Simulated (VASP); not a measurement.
Wanted: the native input for a VASP 6.6.1 run.

| Property | Result |
| --- | --- |
| Task | single point |
| Functional | PBE |
| Potentials or basis | VASP PAW PBE potentials, release 64 (Ir) |
| Cutoff | 500 eV |
| k mesh | 6 × 6 × 4 |
| Occupations | gaussian, width 0.1 eV |
| Spin | no spin polarisation |
| Dipole correction | no |
| Further INCAR settings | ALGO = Normal; EDIFF = 1e-06; NBANDS = 16 |

The structure of Ir lies in POSCAR:

```
Ir
1.0
    2.7513778946      0.0000000000      0.0000000000
   -1.3756889473      2.3827631521      0.0000000000
    0.0000000000      0.0000000000      4.4622900000
Ir
2
Direct
    0.6666666667      0.3333333333      0.7500000000
    0.3333333333      0.6666666667      0.2500000000
```

These files were run (other wordings do the same):

INCAR

```
SYSTEM = Ir
  PREC = Accurate
  ENCUT = 500
  EDIFF = 1E-6
  ISMEAR = 0
  SIGMA = 0.1
  LREAL = .False.
  LASPH = .True.
  NELM = 120
  ALGO = Normal
  ISIF = 2
  LWAVE = .False.
  LCHARG = .False.
  GGA = PE
  NBANDS = 16
  GGA_COMPAT = .False.
```

KPOINTS

```
regular mesh
0
Gamma
  6 6 4
  0 0 0
```

Potentials or basis: VASP PAW PBE potentials, release 64 (Ir).

Command:

```sh
$ cat potpaw_PBE.64/Ir/POTCAR > POTCAR
$ mpirun -np 1 vasp_std > vasp.out
```

It gave:

The pressure is -1.1 GPa. The band gap on the k mesh is zero (band 9 reaches 10.88 eV, above the bottom of band 10 at 7.73 eV).

Caveat: the k points lie up to 0.44 Å⁻¹ apart; spin-orbit coupling is left out, which moves the levels of the heavy elements.

It took 11 s on 1 thread of Intel(R) Xeon(R) Platinum 8488C (Sapphire Rapids), on a shared host, peak memory 0.14 GiB.
